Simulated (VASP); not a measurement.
A run of VASP 6.6.1 is set up as follows.

INCAR

```
SYSTEM = C
ALGO = Normal
EDIFF = 1E-6
ENCUT = 520
GGA = CA
ISIF = 2
ISMEAR = -1
LASPH = .True.
LCHARG = .False.
LREAL = .False.
LWAVE = .False.
NBANDS = 11
NELM = 100
PREC = Accurate
SIGMA = 0.1
```

File KPOINTS:

```
k-points
0
Gamma
  14 14 8
  0 0 0
```

File POSCAR:

```
C
1.0
    2.0539051770     -1.1858936571      0.0000000000
    2.0539051770      1.1858936571      0.0000000000
   -1.3314770884      0.0000000000      3.3819452583
C
2
Direct
    0.8333555300      0.8333555300      0.0000930400
    0.1666444700      0.1666444700      0.9999069600
```

Potentials or basis: VASP PAW LDA potentials, release 64 (C).

Launch:

```console
$ cat potpaw_LDA.64/C/POTCAR > POTCAR
$ mpirun -np 1 vasp_std > vasp.out
```

(1) Estimate the pressure.

(2) Estimate the largest force.

(3) Estimate the band gap on the k mesh.

## Answers

(1) 30.3 GPa.

(2) 0.005 eV/Å.

(3) 0.80 eV, indirect (least direct gap 0.83 eV).
